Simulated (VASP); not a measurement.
# WC in VASP: further runs

Runs on WC. Level: PBEsol. Tasks: electric field gradients.

All numbers are computed with VASP 6.6.1; they aren't measurements. Logs are shortened: lines on timing, memory, paths and dates and some standing lists are left out, and cuts for length are marked.

## (1) The cell of the first run

Symmetry: P-6m2, No. 187, hexagonal system. The conventional cell has a = 2.959 Å, b = 2.959 Å, c = 2.829 Å, α = 90.00°, β = 90.00°, γ = 120.00°. Within 2.9 Å of W (site symmetry -6m2) lie 6 C at 2.22 Å and 2 W at 2.83 Å. C (site symmetry -6m2) has 6 W at 2.22 Å and 2 C at 2.83 Å within 2.9 Å.

## (2) Electric field gradients, PBEsol (equal xx and yy strain of +2 %)

Input file INCAR:

```
SYSTEM = WC
ALGO = Normal
EDIFF = 1E-8
ENCUT = 520
GGA = PS
ISIF = 2
ISMEAR = -1
LASPH = .TRUE.
LCHARG = .FALSE.
LEFG = .TRUE.
LREAL = .FALSE.
LWAVE = .FALSE.
NBANDS = 16
NELM = 80
PREC = Accurate
SIGMA = 0.05
```

Input file KPOINTS:

```
k-points
0
G
  13 13 12
  0 0 0
```

Input file POSCAR:

```
WC
1.0
    2.9585114647      0.0000000000      0.0000000000
   -1.4792557324      2.5621460858      0.0000000000
    0.0000000000      0.0000000000      2.8290000000
W C
1 1
Direct
    0.0000000000      0.0000000000      0.0000000000
    0.6666666667      0.3333333333      0.5000000000
```

Potentials or basis: VASP PAW PBE potentials, release 64 (W_sv, C).

Launch:

```console
> cat potpaw_PBE.64/W_sv/POTCAR potpaw_PBE.64/C/POTCAR > POTCAR
> mpirun -np 1 vasp_std > vasp.out
```

OUTCAR:

```text
SYSTEM = WC
   EDIFF = 1E-8
   ENCUT = 520
   GGA = PS
   ISIF = 2
   ISMEAR = -1
   LASPH = .TRUE.
   LREAL = .FALSE.
   NELM = 80
   PREC = Accurate

 ion  position               nearest neighbor table
   1  0.000  0.000  0.000-   2 2.22   2 2.22   2 2.22   2 2.22   2 2.22   2 2.22
   2  0.667  0.333  0.500-   1 2.22   1 2.22   1 2.22   1 2.22   1 2.22   1 2.22

  LATTYP: Found a hexagonal cell.
 ALAT       =     2.9585114647
 C/A-ratio  =     0.9562241126

  Lattice vectors:

 A1 = (   2.9585114647,   0.0000000000,   0.0000000000)
 A2 = (  -1.4792557324,   2.5621460858,   0.0000000000)
 A3 = (   0.0000000000,   0.0000000000,   2.8290000000)

Analysis of symmetry for initial positions (statically):
=====================================================================
 Subroutine PRICEL returns:
 Original cell was already a primitive cell.

 Routine SETGRP: Setting up the symmetry group for a
 hexagonal supercell.

 Subroutine GETGRP returns: Found 12 space group operations
 (whereof 12 operations were pure point group operations)
 out of a pool of 24 trial point group operations.

The static configuration has the point symmetry D_3h.

Analysis of symmetry for dynamics (positions and initial velocities):
=====================================================================
 Subroutine PRICEL returns:
 Original cell was already a primitive cell.

 Routine SETGRP: Setting up the symmetry group for a
 hexagonal supercell.

 Subroutine GETGRP returns: Found 12 space group operations
 (whereof 12 operations were pure point group operations)
 out of a pool of 24 trial point group operations.

The dynamic configuration has the point symmetry D_3h.

 Subroutine INISYM returns: Found 12 space group operations
 (whereof 12 operations are pure point group operations),
 and found     1 'primitive' translations

----------------------------------------------------------------------------------------

                                     Primitive cell

  volume of cell :      21.4442

  direct lattice vectors                    reciprocal lattice vectors
     2.958511465  0.000000000  0.000000000     0.338007816  0.195148904  0.000000000
    -1.479255732  2.562146086  0.000000000     0.000000000  0.390297808  0.000000000
     0.000000000  0.000000000  2.829000000     0.000000000  0.000000000  0.353481796

  length of vectors
     2.958511465  2.958511465  2.829000000     0.390297808  0.390297808  0.353481796

  position of ions in fractional coordinates (direct lattice)
     0.000000000  0.000000000  0.000000000
     0.666666667  0.333333333  0.500000000

  ion indices of the primitive-cell ions
   primitive index   ion index
                 1           1
                 2           2

----------------------------------------------------------------------------------------

 KPOINTS: k-points

Automatic generation of k-mesh.
 Grid dimensions read from file:
 generate k-points for:   13   13   12

 Generating k-lattice:

  Cartesian coordinates                     Fractional coordinates (reciprocal lattice)
     0.026000601  0.015011454  0.000000000     0.076923077  0.000000000  0.000000000
     0.000000000  0.030022908  0.000000000     0.000000000  0.076923077  0.000000000
     0.000000000  0.000000000  0.029456816     0.000000000  0.000000000  0.083333333

  Length of vectors
     0.030022908  0.030022908  0.029456816

  Shift w.r.t. Gamma in fractional coordinates (k-lattice)
     0.000000000  0.000000000  0.000000000

 Subroutine IBZKPT returns following result:
 ===========================================

 Found    147 irreducible k-points:

 Following reciprocal coordinates:
            Coordinates               Weight
  0.000000  0.000000  0.000000      1.000000
  0.076923  0.000000  0.000000      6.000000
  0.153846  0.000000  0.000000      6.000000
  0.230769 -0.000000  0.000000      6.000000
  0.307692  0.000000  0.000000      6.000000
  0.384615  0.000000  0.000000      6.000000
[... 16 lines left out ...]
  0.076923  0.000000  0.083333     12.000000
  0.153846  0.000000  0.083333     12.000000
 [... further k-points ...]
   k-points           NKPTS =    147   k-points in BZ     NKDIM =    147   number of bands    NBANDS=     16
   number of dos      NEDOS =    301   number of ions     NIONS =      2
   total plane-waves  NPLWV =  13824
   dimension x,y,z NGX =    24 NGY =   24 NGZ =   24
   dimension x,y,z NGXF=    48 NGYF=   48 NGZF=   48
   ions per type =               1   1
   NGX,Y,Z   is equivalent  to a cutoff of  13.49, 13.49, 14.10 a.u.
   NGXF,Y,Z  is equivalent  to a cutoff of  26.97, 26.97, 28.21 a.u.
 SYSTEM =  WC
   PREC   = accura    normal or accurate (medium, high low for compatibility)
   ISTART =      0    job   : 0-new  1-cont  2-samecut
   ICHARG =      2    charge: 1-file 2-atom 10-const
   ISPIN  =      1    spin polarized calculation?
   LNONCOLLINEAR =      F non collinear calculations
   LSORBIT =      F    spin-orbit coupling
   LASPH  =      T    aspherical Exc in radial PAW
   ENCUT  =  520.0 eV  38.22 Ry    6.18 a.u.   5.50  5.50  5.26*2*pi/ulx,y,z
   NELM   =     80;   NELMIN=  2; NELMDL= -5     # of ELM steps
   EDIFF  = 0.1E-07   stopping-criterion for ELM
   LREAL  =      F    real-space projection
   EDIFFG = 0.1E-06   stopping-criterion for IOM
   NSW    =      0    number of steps for IOM
   IBRION =     -1    ionic relax: 0-MD 1-quasi-New 2-CG
   NFREE  =      0    steps in history (QN), initial steepest desc. (CG)
   ISIF   =      2    stress and relaxation
   ISYM   =      2    0-nonsym 1-usesym 2-fastsym
   POTIM  = 0.5000    time-step for ionic-motion
   TEBEG  =    0.0;   TEEND  =   0.0 temperature during run
   PSTRESS=    0.0 pullay stress
   NELECT =      18.0000    total number of electrons
   NUPDOWN=      -1.0000    fix difference up-down
   EMIN   =  10.00;   EMAX   =-10.00  energy-range for DOS
   EFERMI =   0.00;   METHOD = LEGACY
   ISMEAR =    -1;   SIGMA  =   0.05  broadening in eV -4-tet -1-fermi 0-gaus
   EFERMI_NEDOS =   21; number of points for ismear=-14 and -15
   IALGO  =     38    algorithm
   IMIX   =      4    mixing-type and parameters
     AMIX     =   0.40;   BMIX     =  1.00
     AMIX_MAG =   1.60;   BMIX_MAG =  1.00
  volume/ion in A,a.u.               =      10.72        72.36
  Fermi-wavevector in a.u.,A,eV,Ry     =   1.544290  2.918286 32.447620  2.384833
  Thomas-Fermi vector in A             =   2.649832
   LORBIT       =      0    0 simple, 1 ext, 2 COOP (PROOUT), +10 PAW based schemes
   GGA     = PS    functional components
   LHFCALC =     F    Hartree Fock is set to
   AEXX    =    0.0000 exact exchange contribution
   IVDW    =     0    specifies the selected vdW correction
   LEPSILON=     F    determine dielectric tensor
   LRPA    =     F    only Hartree local field effects (RPA)
 non-spin polarized calculation
  energy-cutoff  :      520.00
  volume of cell :       21.44
 maximum number of plane-waves:       599
 NGX is ok and might be reduce to    24
   NGX = 11   NGY = 11   NGZ = 11

 number of electron      18.0000002 magnetization

 Free energy of the ion-electron system (eV)
  ---------------------------------------------------
  ext. energy  EPLUGINS =         0.00000000
  ---------------------------------------------------
  free energy    TOTEN  =       -23.85647419 eV

  energy without entropy =      -23.85373546  energy(sigma->0) =      -23.85510482

 E-fermi :  10.4730     XC(G=0): -13.7418

 val. band max:       10.4727102660   @ k =   0.0769   0.0769   0.4167
 cond. band min:      10.4878184388   @ k =   0.0769   0.0769   0.5000
 fundamental gap:      0.0151081728
 Fermi energy:        10.4730298084

 k-point     1 :       0.0000    0.0000    0.0000
  band No.  band energies     occupation
      1     -63.5280      2.00000
      2     -27.4683      2.00000
      3     -27.4485      2.00000
      4     -27.4485      2.00000
      5      -3.7141      2.00000
      6       6.3480      2.00000
[... 8 lines left out ...]
     15      24.5750      0.00000
     16      26.7271      0.00000

 k-point     2 :       0.0769    0.0000    0.0000
  band No.  band energies     occupation
      1     -63.5253      2.00000
      2     -27.4898      2.00000
      3     -27.4632      2.00000
      4     -27.4579      2.00000
      5      -3.5663      2.00000
      6       6.3559      2.00000
[... 8 lines left out ...]
     15      24.2520      0.00000
     16      27.0381      0.00000

 k-point     3 :       0.1538    0.0000    0.0000
  band No.  band energies     occupation
      1     -63.5179      2.00000
      2     -27.6030      2.00000
      3     -27.4840      2.00000
      4     -27.4488      2.00000
      5      -3.1440      2.00000
      6       5.9647      2.00000
[... 8 lines left out ...]
     15      23.9097      0.00000
     16      27.9021      0.00000

 k-point     4 :       0.2308   -0.0000    0.0000
  band No.  band energies     occupation
      1     -63.5077      2.00000
      2     -27.7593      2.00000
      3     -27.5204      2.00000
      4     -27.4286      2.00000
      5      -2.5084      2.00000
      6       5.2239      2.00000
[... 8 lines left out ...]
     15      24.0389      0.00000
     16      28.5155      0.00000

 k-point     5 :       0.3077    0.0000    0.0000
  band No.  band energies     occupation
      1     -63.4967      2.00000
      2     -27.9213      2.00000
      3     -27.5588      2.00000
      4     -27.4070      2.00000
      5      -1.7590      2.00000
      6       4.5037      2.00000
[... 8 lines left out ...]
     15      24.7543      0.00000
     16      27.0471      0.00000

 k-point     6 :       0.3846    0.0000    0.0000
  band No.  band energies     occupation
      1     -63.4877      2.00000
      2     -28.0528      2.00000
      3     -27.5904      2.00000
      4     -27.3890      2.00000
      5      -1.0428      2.00000
      6       3.9317      2.00000
[... 8 lines left out ...]
     15      24.2799      0.00000
     16      26.8426      0.00000
[... 267 lines left out ...]
 k-point    21 :       0.3077    0.3077    0.0000
  band No.  band energies     occupation
      1     -63.4765      2.00000
      2     -27.9820      2.00000
      3     -27.8697      2.00000
      4     -27.3671      2.00000
      5       0.1247      2.00000
      6       3.9751      2.00000
[... 8 lines left out ...]
     15      25.2999      0.00000
     16      26.1148      0.00000

 k-point    22 :       0.0000    0.0000    0.0833
  band No.  band energies     occupation
      1     -63.5252      2.00000
      2     -27.5209      2.00000
      3     -27.4439      2.00000
      4     -27.4439      2.00000
      5      -3.5467      2.00000
      6       6.2805      2.00000
[... 8 lines left out ...]
     15      24.9717      0.00000
     16      26.7835      0.00000

 k-point    23 :       0.0769    0.0000    0.0833
  band No.  band energies     occupation
      1     -63.5225      2.00000
      2     -27.5159      2.00000
      3     -27.4846      2.00000
      4     -27.4533      2.00000
      5      -3.4024      2.00000
      6       6.3278      2.00000
[... 8 lines left out ...]
     15      24.4381      0.00000
     16      27.0556      0.00000

 k-point    24 :       0.1538    0.0000    0.0833
  band No.  band energies     occupation
      1     -63.5152      2.00000
      2     -27.5981      2.00000
      3     -27.5001      2.00000
      4     -27.4792      2.00000
      5      -2.9911      2.00000
      6       6.0460      2.00000
[... 8 lines left out ...]
     15      23.8436      0.00000
     16      27.8295      0.00000

 [... further k-points ...]
[... 5 lines left out ...]
  --------------------------------------------------------------------------------------
  -------------------------------------------------------------------------------------
  Total       -2.3283603     -2.3283603     -0.8324407      0.0000000      0.0000000      0.0000000
  in kB     -173.9605129   -173.9605129    -62.1947617      0.0000000      0.0000000      0.0000000
  external PRESSURE =    -136.7052625 kB  Pullay stress =       0.0000000 kB

 VOLUME and BASIS-vectors are now :
 -----------------------------------------------------------------------------
  energy-cutoff  :      520.00
  volume of cell :       21.44
      direct lattice vectors                 reciprocal lattice vectors
     2.958511465  0.000000000  0.000000000     0.338007816  0.195148904  0.000000000
    -1.479255732  2.562146086  0.000000000     0.000000000  0.390297808  0.000000000
     0.000000000  0.000000000  2.829000000     0.000000000  0.000000000  0.353481796

 POSITION                                       TOTAL-FORCE (eV/Angst)
 -----------------------------------------------------------------------------------
      0.00000      0.00000      0.00000         0.000000     -0.000000      0.000000
      1.47926      0.85405      1.41450        -0.000000      0.000000      0.000000
 -----------------------------------------------------------------------------------
    total drift:                               -0.000000      0.000000      0.000000

  FREE ENERGIE OF THE ION-ELECTRON SYSTEM (eV)
  ---------------------------------------------------
  free  energy   TOTEN  =       -23.8564741878 eV

  energy  without entropy=      -23.8537354609  energy(sigma->0) =      -23.85510482

 Electric field gradients (V/A^2)
---------------------------------------------------------------------
 ion       V_xx      V_yy      V_zz      V_xy      V_xz      V_yz
---------------------------------------------------------------------
   1      85.342    85.343  -170.685     0.000     0.000     0.000
   2       0.349     0.349    -0.698     0.000    -0.000     0.000
---------------------------------------------------------------------

 Electric field gradients after diagonalization (V/A^2)
 (convention: |V_zz| > |V_xx| > |V_yy|)
----------------------------------------------------------------------
 ion       V_xx      V_yy      V_zz     asymmetry (V_yy - V_xx)/ V_zz
----------------------------------------------------------------------
   1      85.343    85.342  -170.685       0.000
   2       0.350     0.349    -0.698       0.001
----------------------------------------------------------------------

           NMR quadrupolar parameters

 Cq : quadrupolar parameter    Cq=e*Q*V_zz/h
 eta: asymmetry parameters     (V_yy - V_xx)/ V_zz
 Q  : nuclear electric quadrupole moment in mb (millibarn)
----------------------------------------------------------------------
 ion       Cq(MHz)       eta       Q (mb)
----------------------------------------------------------------------
   1      -0.413       0.000       1.000
   2      -0.002       0.001       1.000
----------------------------------------------------------------------
```

Wall time 20 s (1 thread of Intel Xeon 6975P-C (Granite Rapids), shared host); peak memory 0.17 GiB.

What came out:

| Item | Value |
| --- | --- |
| Free energy | -23.8565 eV |
| Pressure | -13.7 GPa |
| Band gap on the k mesh | zero (band 9 reaches 11.13 eV, above the bottom of band 10 at 9.93 eV) |

Stress tensor (GPa, compression positive):
```
-17.40   0.00   0.00
  0.00 -17.40   0.00
  0.00   0.00  -6.22
```

Levels at points of the mesh, in eV from the Fermi level:
| k point | band 7 | band 8 | band 9 | band 10 | band 11 | band 12 |
| --- | --- | --- | --- | --- | --- | --- |
| (0.00, 0.00, 0.00) | -3.34 | -3.34 | 0.31 | 3.12 | 3.12 | 5.55 |
| (0.00, 0.00, 0.50) | -2.11 | -2.11 | -0.54 | -0.54 | 3.91 | 4.34 |

Electric field gradients, principal values (V/Å²):
```
atom   least  middle  greatest (by size)
 1 W  85.342  85.343            -170.685
 2 C   0.349   0.350              -0.698
```

Caveat: the cell differs from its parent crystal (equal xx and yy strain of +2 %); without QUAD_EFG the Cq values of the log hold for a quadrupole moment of 1 mb, not for the nuclei; the PAW data sets were made with another functional, which shifts forces and pressure a little; spin-orbit coupling is left out, which moves the levels of the heavy elements.

[end of part 1 of 3]
